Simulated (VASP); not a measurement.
A run of VASP 6.6.1 is set up as follows.

Contents of INCAR:

```
PREC = Accurate ; ENCUT = 520
EDIFF = 1E-7 ; ISMEAR = -1
SIGMA = 0.1 ; LREAL = F
LASPH = T ; NELM = 100
ALGO = Normal ; ISIF = 2
LWAVE = F ; LCHARG = F
GGA = PS ; NBANDS = 30
```

File KPOINTS:

```
regular mesh
0
Gamma
  14 14 4
```

Contents of POSCAR:

```
Au
1.0
    2.9428334493      0.0000000000      0.0000000000
   -1.4714167246      2.5485685262      0.0000000000
    0.0000000000      0.0000000000      9.8020742922
Au
4
Direct
    0.0000000000      0.0000000000      1.0000000000
    0.0000000000      0.0000000000      0.5000000000
    0.3333333333      0.6666666667      0.2500000000
    0.6666666667      0.3333333333      0.7500000000
```

Potentials or basis: VASP PAW PBE potentials, release 64 (Au).

Run with:

```bash
$ cat potpaw_PBE.64/Au/POTCAR > POTCAR
$ mpirun -np 1 vasp_std > vasp.out
```

Task: Predict the band gap on the k mesh.

Result: Zero (band 22 reaches 10.40 eV, above the bottom of band 23 at 5.86 eV).

Task: Estimate the pressure.

Result: -10.8 GPa.

Stress tensor (GPa, compression positive):
```
-10.74   0.00   0.00
  0.00 -10.74   0.00
  0.00   0.00 -10.93
```

Caveat: the PAW data sets were made with another functional, which shifts forces and pressure a little; spin-orbit coupling is left out, which moves the levels of the heavy elements.
